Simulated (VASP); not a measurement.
Here is a VASP 6.6.1 calculation.

File POSCAR:

```
CdS
1.0
    0.0000000000      2.9429534649      2.9429534649
    2.9429534649      0.0000000000      2.9429534649
    2.9429534649      2.9429534649      0.0000000000
Cd S
1 1
Direct
    0.0000000000      0.0000000000      0.0000000000
    0.2500000000      0.2500000000      0.2500000000
```

The input INCAR.step1:

```
SYSTEM = CdS
PREC     = Accurate       ! precision mode
ENCUT    = 520            ! plane-wave cutoff, eV
ISMEAR   = 0              ! smearing method
SIGMA    = 0.1            ! smearing width, eV
LREAL    = .FALSE.        ! projectors in reciprocal space
LASPH    = .TRUE.         ! aspherical terms in the spheres
NELM     = 100            ! most SCF steps
NBANDS   = 16             ! bands
GGA      = PE             ! functional
ALGO     = Normal         ! electronic algorithm
EDIFF    = 1E-4           ! SCF threshold, eV
LWAVE    = .TRUE.         ! write WAVECAR
LCHARG   = .FALSE.        ! write CHGCAR
```

Contents of INCAR.step2:

```
SYSTEM = CdS
PREC     = Accurate       ! precision mode
ENCUT    = 520            ! plane-wave cutoff, eV
EDIFF    = 1E-6           ! SCF threshold, eV
ISMEAR   = 0              ! smearing method
SIGMA    = 0.1            ! smearing width, eV
LREAL    = .FALSE.        ! projectors in reciprocal space
LASPH    = .TRUE.         ! aspherical terms in the spheres
NELM     = 100            ! most SCF steps
ALGO     = Normal         ! electronic algorithm
ISIF     = 2              ! what is computed and relaxed
LWAVE    = .FALSE.        ! write WAVECAR
LCHARG   = .FALSE.        ! write CHGCAR
METAGGA  = R2SCAN         ! meta-GGA
LMIXTAU  = .TRUE.       
NBANDS   = 16             ! bands
ISTART   = 1
```

File KPOINTS:

```
Automatic mesh
0
G
  6 6 6
  0 0 0
```

Potentials or basis: VASP PAW PBE potentials, release 64 (Cd, S).

The run is started by

```sh
$ cat potpaw_PBE.64/Cd/POTCAR potpaw_PBE.64/S/POTCAR > POTCAR
$ cp INCAR.step1 INCAR
$ mpirun -np 1 vasp_std > vasp.out
$ cp INCAR.step2 INCAR
$ mpirun -np 1 vasp_std > vasp.out
```

**Question.** What does it give for the pressure?

**Answer.** 0.1 GPa.

**Question.** Predict the band gap on the k mesh.

**Answer.** 1.53 eV.

Caveat: the PAW data sets were made with another functional, which shifts forces and pressure a little.
